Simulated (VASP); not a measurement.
Mo: single point with LDA

Crystal: Mo.

```xyz
1
Lattice="-1.8136 1.8136 1.1788 1.8136 -1.8136 1.1788 1.8136 1.8136 -1.1788" Properties=species:S:1:pos:R:3 pbc="T T T"
Mo    0.0000    0.0000    0.0000
```

This cell differs from its parent crystal: ratio of the length along z to the lengths across it x 0.65, volume and fractional coordinates fixed.

```yaml
Program: VASP 6.6.1
Task: single point
Functional: LDA
Potentials_or_basis: VASP PAW LDA potentials, release 64 (Mo_sv)
Cutoff: 520 eV
k_mesh: 24 × 24 × 24
Occupations: gaussian, width 0.15 eV
Spin: no spin polarisation
```

| Item | Value |
| --- | --- |
| Pressure | 14.5 GPa |
| Band gap on the k mesh | zero (bands 7 and 8 overlap by 6.50 eV) |

Stress tensor (GPa, compression positive):
```
-6.62  0.00  0.00
 0.00 -6.62  0.00
 0.00  0.00 56.67
```

Levels at points of the mesh, in eV from the Fermi level:
```
           k point  band 4  band 5  band 6  band 7  band 8  band 9  band 10  band 11
(0.00, 0.00, 0.00)  -33.51   -7.30   -4.13   -3.31    2.23    2.23     2.73    13.24
(0.50, 0.00, 0.00)  -34.80   -5.72   -4.85    0.90    3.10    3.64     5.00    12.61
(0.50, 0.50, 0.00)  -33.64   -5.21   -3.13   -0.42    0.11    1.64     4.96     8.85
(0.50, 0.50, 0.50)  -33.78   -6.05   -5.47    4.44    4.65    4.65     5.51     5.51
```

Wall time 6.9 min on 1 thread of Intel Xeon 8259CL (shared host), peak memory 0.3 GiB.

Caveat: the stress differs along the axes, from -7 to 57 GPa.
